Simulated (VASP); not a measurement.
Write the native input for VASP 6.6.1 that does the following.

```
Task                   : single point
Functional             : PBE
Potentials or basis    : VASP PAW PBE potentials, release 64 (Mn_pv, O)
Cutoff                 : 520 eV
k mesh                 : 5 × 5 × 8
Occupations            : gaussian, width 0.05 eV
Spin                   : collinear spin, ferromagnetic start
Starting moments       : [6.0, 6.0, 0.0, 0.0, 0.0, 0.0] μB
Fixed moment           : 12 μB
Hubbard terms          : Mn d U = 3.9 eV
Dipole correction      : no
Further INCAR settings : ALGO = Normal; EDIFF = 1e-06; NBANDS = 38
```

The structure of MnO2 lies in POSCAR:

```
MnO2
1.0
    4.3960000000      0.0000000000      0.0000000000
    0.0000000000      4.3960000000      0.0000000000
    0.0000000000      0.0000000000      2.8710000000
Mn O
2 4
Direct
    0.0000000000      0.0000000000      0.0000000000
    0.5000000000      0.5000000000      0.5000000000
    0.3020000000      0.3020000000      0.0000000000
    0.1980000000      0.8020000000      0.5000000000
    0.6980000000      0.6980000000      0.0000000000
    0.8020000000      0.1980000000      0.5000000000
```

These files were run (other wordings do the same):

INCAR

```
PREC     = Accurate       # precision mode
ENCUT    = 520            # plane-wave cutoff, eV
EDIFF    = 1E-6           # SCF threshold, eV
ISMEAR   = 0              # smearing method
SIGMA    = 0.05           # smearing width, eV
LREAL    = False          # projectors in reciprocal space
LASPH    = True           # aspherical terms in the spheres
NELM     = 150            # most SCF steps
ALGO     = Normal         # electronic algorithm
ISIF     = 2              # what is computed and relaxed
LWAVE    = False          # write WAVECAR
LCHARG   = True           # write CHGCAR
ISPIN    = 2              # spin polarisation
MAGMOM   = 6 6 0 0 0 0    # initial moments
LORBIT   = 11             # projections on sites
NUPDOWN  = 12.0           # fixed moment
LMAXMIX  = 4              # l up to which the mixer works
LDAU     = True           # DFT+U
LDAUTYPE = 2            
LDAUL    = 2 -1           # shell
LDAUU    = 3.9 0          # U, eV
LDAUJ    = 0 0          
LDAUPRINT= 1            
GGA      = PE             # functional
LELF     = True           # ELF
LVHAR    = True         
NBANDS   = 38             # bands
```

KPOINTS

```
Automatic mesh
0
Gamma
  5 5 8
```

Potentials or basis: VASP PAW PBE potentials, release 64 (Mn_pv, O).

Run with:

```sh
$ cat potpaw_PBE.64/Mn_pv/POTCAR potpaw_PBE.64/O/POTCAR > POTCAR
$ mpirun -np 1 vasp_std > vasp.out
```

Results of the run:

```
Pressure                                              : 80.0 GPa
Largest force                                         : 2.331 eV/Å
Net moment                                            : 12.00 μB per cell
Site moments                                          : Mn +4.21; O +0.70 μB
Valence electrons inside the program's atomic spheres : Mn 11.94; O 5.00
```

Caveat: the cell stands under pressure; the total moment is fixed, so each spin has its own Fermi level; only a ferromagnetic start was run, and an antiferromagnetic order may lie lower in energy; forces of over 1 eV/Å act on the atoms, so gaps and moduli don't describe the material at rest.

It took 56 s on 1 thread of Intel(R) Xeon(R) 6975P-C (Granite Rapids) (shared host), peak memory 0.24 GiB.
